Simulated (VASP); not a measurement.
Write the native input for VASP 6.6.1 that does the following.

```yaml
Task: single point
Functional: PBEsol
Potentials_or_basis: VASP PAW PBE potentials, release 64 (Sn_d, O)
Cutoff: 520 eV
k_mesh: 8 × 8 × 6
Occupations: fermi-dirac, width 0.01 eV
Spin: no spin polarisation
Dipole_correction: no
Further_INCAR_settings: ALGO = Normal; EDIFF = 1e-06; NBANDS = 28
```

The structure of SnO lies in POSCAR:

```
SnO
1.0
    3.8020000000      0.0190100000      0.0190100000
    0.0190100000      3.8020000000      0.0190100000
    0.0241800000      0.0241800000      4.8360000000
Sn O
2 2
Direct
    0.0000000000      0.5000000000      0.2385000000
    0.5000000000      0.0000000000      0.7615000000
    0.0000000000      0.0000000000      0.0000000000
    0.5000000000      0.5000000000      0.0000000000
```

This cell differs from its parent crystal: equal xy, yz and zx shear strains of +1 %.

These files were run (other wordings do the same):

INCAR

```
SYSTEM = SnO
ALGO = Normal
EDIFF = 1E-6
ENCUT = 520
GGA = PS
ISIF = 2
ISMEAR = -1
LASPH = .True.
LCHARG = .False.
LREAL = .False.
LWAVE = .False.
NBANDS = 28
NELM = 100
PREC = Accurate
SIGMA = 0.01
```

KPOINTS

```
k-points
0
Gamma
  8 8 6
  0 0 0
```

Potentials or basis: VASP PAW PBE potentials, release 64 (Sn_d, O).

The run is started by

```sh
$ cat potpaw_PBE.64/Sn_d/POTCAR potpaw_PBE.64/O/POTCAR > POTCAR
$ mpirun -np 1 vasp_std > vasp.out
```

It gave:

```json
{
  "Pressure": "0.2 GPa",
  "Largest force": "0.174 eV/Å",
  "Band gap on the k mesh": "zero (filled and empty bands touch)"
}
```

Caveat: the cell differs from its parent crystal (equal xy, yz and zx shear strains of +1 %); semilocal functionals underestimate gaps, so a narrow gap can read as zero; the PAW data sets were made with another functional, which shifts forces and pressure a little; spin-orbit coupling is left out, which moves the levels of the heavy elements.

It took 2.8 min on 1 thread of Intel(R) Xeon(R) 6975P-C (Granite Rapids) (shared host), peak memory 0.3 GiB.
